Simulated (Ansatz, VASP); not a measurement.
**NbInS3: VASP beside Ansatz**

```
In Nb S
1.0
     4.85179    0.00000    0.00000
     0.00000    4.85179    0.00000
     0.00000    0.00000    4.85179
In Nb S
1 1 3
Cartesian
  0.0000 0.0000 0.0000
  2.4259 2.4259 2.4259
  2.4259 2.4259 0.0000
  2.4259 0.0000 2.4259
  0.0000 2.4259 2.4259
```

Alike in both runs: task single point; functional PBE; k mesh 4 × 4 × 4; occupations gaussian, width 0.05 eV; no spin polarisation.

```csv
,VASP,Ansatz
version,VASP 6.6.1,Ansatz 0.2.0
potentials or method,"VASP PAW PBE potentials, release 64 (In_d, Nb_sv, S), cutoff 500 eV","scalar-relativistic, plane waves, PAW"
valence electrons in the cell,44,44
```

|  | VASP | Ansatz | Ansatz less VASP |
| --- | --- | --- | --- |
| gap on the k mesh at the Fermi level (eV) | none | none | - |
| pressure (GPa) | -0.1 | 0.1 | +0.19 |

A gap of «none» marks a metal or a gap that the smearing closes.
